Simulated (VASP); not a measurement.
A run of VASP 6.6.1 is set up as follows.

The input INCAR:

```
SYSTEM = H11C20O
ALGO = Normal
EDIFF = 1E-7
ENCUT = 520
GGA = PS
ISIF = 2
ISMEAR = 0
ISPIN = 2
LASPH = .TRUE.
LCHARG = .FALSE.
LORBIT = 11
LREAL = Auto
LWAVE = .FALSE.
MAGMOM = 0 0 0 0 0 0 0 0 0 0 0 0 0 0 0 0 0 0 0 0 0 0 0 0 0 0 0 0 0.31 0 0 0
NBANDS = 74
NELM = 150
PREC = Accurate
SIGMA = 0.05
```

The input KPOINTS:

```
k-points
0
G
  3 3 1
  0 0 0
```

POSCAR

```
H11C20O
1.0
    5.0487420000      0.0000000000      0.0000000000
    0.0000000000      5.0487420000      0.0000000000
    0.0000000000      0.0000000000     17.8355610000
H C O
11 20 1
Direct
    0.4277867635      0.0000000000      0.0560677626
    0.0722132365      0.0000000000      0.0560677626
    0.9277869616      0.0000000000      0.0560677626
    0.5722132365      0.0000000000      0.0560677626
    0.4277867635      0.5000000000      0.0560677626
    0.0722132365      0.5000000000      0.0560677626
    0.9277869616      0.5000000000      0.0560677626
    0.5722132365      0.5000000000      0.0560677626
    0.2500822977      0.5657106265      0.3417523564
    0.7500048527      0.4919203635      0.3453124912
    0.2504103002      1.2338604349      0.3435714189
    0.2500000990      0.0000000000      0.0916539715
    0.7500000990      0.0000000000      0.0916539715
    0.2500000990      0.5000000000      0.0916539715
    0.7500000990      0.5000000000      0.0916539715
    0.2500000990      0.2500000990      0.1416944496
    0.7500000990      0.2500000990      0.1416944496
    0.2500000990      0.7500000990      0.1416944496
    0.7500000990      0.7500000990      0.1416944496
    0.0030124336      0.2511934656      0.1883992323
    0.4969891510      0.2512200069      0.1883989520
   -0.0025204298      0.7493742005      0.1944339738
    0.5025000287      0.7494118337      0.1944298248
   -0.0016596213      0.0118930617      0.2423596880
    0.5016495198      0.0119364388      0.2423543616
    0.0002804659      0.4867081740      0.2424349310
    0.4997682591      0.4867386767      0.2424268572
    0.2500092102      0.0426864752      0.2894541977
    0.7500038623      0.0947649929      0.2834088033
    0.2500357515      0.4514690986      0.2881381752
    0.7500030701      0.4101409817      0.2880071448
    0.2502195596      0.9817722910      0.3623459335
```

Potentials or basis: VASP PAW PBE potentials, release 64 (H, C, O).

Run with:

```console
$ cat potpaw_PBE.64/H/POTCAR potpaw_PBE.64/C/POTCAR potpaw_PBE.64/O/POTCAR > POTCAR
$ mpirun -np 1 vasp_std > vasp.out
```

Q: What does it give for the band gap on the k mesh?

A: 0.91 eV.

Q: What does it give for the net moment?

A: 1.00 μB per cell.

Q: What does it give for the largest force?

A: 8.871 eV/Å.

Forces in eV/Å, atoms in the order of the input:
```
H   -8.865 -0.041  0.031
H    8.865 -0.041  0.031
H   -8.871 -0.028  0.028
H    8.870 -0.029  0.028
H   -8.848  0.036  0.024
H    8.848  0.037  0.024
H   -8.856  0.029  0.019
H    8.856  0.028  0.019
H   -0.001  0.020  0.039
H    0.000  0.011  0.027
H   -0.004  0.059 -0.029
C    0.000 -0.150  1.165
C    0.001 -0.079  1.173
C    0.000  0.165  1.190
C    0.000  0.056  1.225
C    0.000 -0.059 -2.860
C    0.000 -0.003 -2.449
C   -0.001  0.025  0.246
C   -0.001  0.048 -0.057
C   -0.005 -0.007 -0.007
C    0.007 -0.008 -0.010
C    0.012  0.004  0.008
C   -0.007  0.001  0.008
C    0.008 -0.024 -0.011
C   -0.007 -0.026 -0.015
C   -0.014  0.037 -0.002
C    0.008  0.038 -0.001
C    0.005  0.086 -0.243
C   -0.002 -0.003  0.046
C    0.003 -0.046  0.014
C    0.003  0.008  0.016
O   -0.005 -0.141  0.322
```

Caveat: there is no dipole correction, which matters where the two faces differ; the PAW data sets were made with another functional, which shifts forces and pressure a little.
